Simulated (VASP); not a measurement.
Runs of VASP 6.6.1 on LaH3. The structure is that of space group Fm-3m (No. 225), or close to it. The cells are those of the table. 

```csv
task,level,potentials or basis,spin,cell,cutoff (eV),smearing,gap on the mesh (eV),pressure (GPa),moment (μB),relaxed volume (Å³/atom)
relaxation of cell and atoms,PBEsol,"VASP PAW PBE potentials, release 64 (La, H)",collinear,"relaxed from a = 3.941 Å, angles 60.0°, 4 atoms",600,methfessel-paxton 0.025 eV,none,0.0,0.00,(a)
relaxation of cell and atoms,LDA,"VASP PAW LDA potentials, release 64 (La, H)",off,"relaxed from a = 3.941 Å, angles 60.0°, 4 atoms",600,fermi-dirac 0.05 eV,none,0.0,-,10.20
single point,PBEsol,"VASP PAW PBE potentials, release 64 (La, H)",collinear,"a = 3.890 Å, angles 60.0°, 4 atoms",520,methfessel-paxton 0.025 eV,none,-0.2,0.00,-
single point,LDA,"VASP PAW LDA potentials, release 64 (La, H)",off,"a = 3.865 Å, angles 60.0°, 4 atoms",520,fermi-dirac 0.05 eV,none,-0.2,-,-
single point,LDA,"VASP PAW LDA potentials, release 64 (La, H)",off,"a = 3.866 Å, angles 60.0°, 4 atoms",520,fermi-dirac 0.05 eV,none,-0.2,-,-
```

Alike in all rows: k mesh 12 × 12 × 12.

**Question.** Fill in the values left out.

**Answer.** (a) 10.39.

Caveats: spin-orbit coupling is left out, which moves the levels of the heavy elements; the PAW data sets were made with another functional, which shifts forces and pressure a little (at least some runs).

A k mesh can miss the band edges, and the runs leave out spin-orbit coupling on La.

A gap of «none» marks levels without a gap at the run's occupations.
